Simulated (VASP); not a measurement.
N: single point with PBEsol

Crystal: N.

```
CELL_PARAMETERS angstrom
1.83534 0.00000 0.00000
0.00000 1.83534 0.00000
0.00000 0.00000 1.83534
ATOMIC_POSITIONS crystal
N 0.00000 0.00000 0.00000
```

| Item | Value |
| --- | --- |
| Program | VASP 6.6.1 |
| Task | single point |
| Functional | PBEsol |
| Potentials or basis | VASP PAW PBE potentials, release 64 (N) |
| Cutoff | 600 eV |
| k mesh | 10 × 10 × 10 |
| Occupations | gaussian, width 0.1 eV |
| Spin | no spin polarisation |
| Dipole correction | no |
| Further INCAR settings | ALGO = Normal; EDIFF = 1e-06; NBANDS = 8 |

- Pressure: -1.3 GPa
- Band gap on the k mesh: zero (an odd number of electrons rules out a gap without spin polarisation)

Levels at points of the mesh, in eV from the Fermi level:
```csv
k point,band 1,band 2,band 3,band 4,band 5,band 6,band 7
"(0.00, 0.00, 0.00)",-23.19,4.45,4.45,4.45,23.23,26.08,26.08
"(0.50, 0.00, 0.00)",-16.41,-11.45,6.47,6.47,25.26,33.19,33.55
"(0.50, 0.50, 0.00)",-9.91,-6.87,-6.87,8.11,10.05,36.80,36.80
"(0.50, 0.50, 0.50)",-3.51,-3.31,-3.31,-3.31,18.70,18.70,18.70
```

Wall time 1.2 s on 1 thread of Intel(R) Xeon(R) 6975P-C (Granite Rapids) (shared host), peak memory 0.11 GiB.

Caveat: the PAW data sets were made with another functional, which shifts forces and pressure a little.
